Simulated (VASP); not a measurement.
## Au: vibrations by perturbation theory with PBE

Au:

```
Au
1.0
     1.46686   -2.54077    0.00000
     1.46686    2.54077    0.00000
     0.00000    0.00000    4.92881
Au
2
Direct
  0.66666 0.33334 0.25000
  0.33334 0.66666 0.75000
```

This isn't the form of Au at room conditions, which is fcc.

```yaml
Program: VASP 6.6.1
Task: vibrations by perturbation theory
Functional: PBE
Potentials_or_basis: VASP PAW PBE potentials, release 64 (Au)
Cutoff: 520 eV
k_mesh: 16 × 16 × 10
Occupations: fermi-dirac, width 0.15 eV
Spin: no spin polarisation
Dipole_correction: no
Further_INCAR_settings: ALGO = Normal; EDIFF = 1e-08; IBRION = 8; NSW = 1
```

```yaml
Highest_phonon_frequency_at_Γ: 122 cm⁻¹
```

Phonon frequencies in cm⁻¹ (negative: imaginary):
| q point | frequencies |
| --- | --- |
| (0.000, 0.000, 0.000) | 0 0 0 32 32 122 |

Run time: 31 min on 1 thread of Oxide Virtual Turin-like Processor (shared host), peak memory 0.85 GiB.

Caveat: the cell stands under pressure or tension, which shifts response properties.
